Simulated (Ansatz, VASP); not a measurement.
## InSe in VASP and in Ansatz

```
CELL_PARAMETERS angstrom
4.04173 0.00000 0.00000
-2.02087 3.50024 0.00000
0.00000 0.00000 17.42844
ATOMIC_POSITIONS crystal
In 0.33333 0.66667 0.33030
In 0.66667 0.33333 0.83030
In 0.66667 0.33333 0.66970
In 0.33333 0.66667 0.16970
Se 0.33333 0.66667 0.59732
Se 0.66667 0.33333 0.09732
Se 0.66667 0.33333 0.40268
Se 0.33333 0.66667 0.90268
```

Alike in both runs: task single point; functional PBEsol; k mesh 6 × 6 × 1; occupations gaussian, width 0.1 eV; no spin polarisation.

```csv
,VASP,Ansatz
version,VASP 6.6.1,Ansatz 0.2.0
potentials or method,"VASP PAW PBE potentials, release 64 (In_d, Se), cutoff 520 eV","scalar-relativistic, plane waves, PAW"
valence electrons in the cell,76,116
```

```csv
,VASP,Ansatz,Ansatz less VASP
gap on the k mesh at the Fermi level (eV),0.42,0.43,+0.011
least direct gap on the mesh (eV),0.42,0.43,+0.011
pressure (GPa),-0.7,-0.7,-0.05
"traceless stress, the component that is largest in VASP (GPa)",0.13,0.14,+0.014
rms of the force components (eV/Å),0.043,0.035,-0.0078
```

VASP's potentials were made for PBE, not for PBEsol, and Ansatz warns of the same on its side. Atom by atom the forces differ by 0.011 eV/Å (rms over components). With one functional, cell and mesh, what is left measures potentials, basis and numerics. VASP's potentials hold 76 valence electrons a cell and Ansatz's 116, so a difference there can come from the potentials and not from the codes.
